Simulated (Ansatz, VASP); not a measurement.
# One calculation of Ag2I, two programs

```
CELL_PARAMETERS angstrom
0.00000 3.41823 3.41823
3.41823 0.00000 3.41823
3.41823 3.41823 0.00000
ATOMIC_POSITIONS crystal
Ag 0.25000 0.25000 0.25000
Ag 0.75000 0.75000 0.75000
I 0.00000 0.00000 0.00000
```

Alike in both runs: task relaxation of cell and atoms; functional PBE; k mesh 12 × 12 × 12; occupations gaussian, width 0.1 eV; no spin polarisation.

|  | VASP | Ansatz |
| --- | --- | --- |
| version | VASP 6.6.1 | Ansatz 0.2.0 |
| potentials or method | VASP PAW PBE potentials, release 64 (Ag, I), cutoff 600 eV | scalar-relativistic, plane waves, PAW |
| valence electrons in the cell | 29 | 55 |

|  | VASP | Ansatz | Ansatz less VASP |
| --- | --- | --- | --- |
| gap on the k mesh at the Fermi level, each at its own relaxed structure (eV) | none | none | - |
| relaxed volume (Å³/atom) | 29.20 | 29.23 | +0.029 |
| relaxed cell length with the largest relative difference (Å) | 4.985 | 4.987 | +0.0017 |

A gap of «none» marks a metal or a gap that the smearing closes. VASP's potentials hold 29 valence electrons a cell and Ansatz's 55, so a difference there can come from the potentials and not from the codes.

Spin-orbit coupling is off throughout.
